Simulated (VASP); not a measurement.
Crystal: Si.

```xyz
4
Lattice="3.8321 0.0000 0.0000 -1.9161 3.3187 0.0000 0.0000 0.0000 6.2138" Properties=species:S:1:pos:R:3 pbc="T T T"
Si    0.0000    2.2125    0.3838
Si    1.9161    1.1062    3.4907
Si    0.0000    2.2125    2.7231
Si    1.9161    1.1062    5.8300
```

This cell differs from its parent crystal: uniaxial z strain -2.0%.

Base run:

- Program: VASP 6.6.1
- Functional: r2SCAN
- Potentials or basis: VASP PAW PBE potentials, release 64 (Si)
- Cutoff: 520 eV
- k mesh: 12 × 12 × 4
- Occupations: gaussian, width 0.01 eV
- Spin: no spin polarisation

Its results: band gap on the k mesh 0.51 eV (least direct gap 1.22 eV); pressure 1.9 GPa.

Q: The run is repeated on the same cell with these changes: functional from r2SCAN to PBE; occupations from gaussian, width 0.01 eV to fermi-dirac, width 0.02 eV. What comes out?

A: Band gap on the k mesh 0.32 eV (least direct gap 0.89 eV); pressure 3.2 GPa.

Caveats: the PAW data sets were made with another functional, which shifts forces and pressure a little (at least some runs); the cell stands under pressure (at least some runs).

A k mesh can miss the band edges.
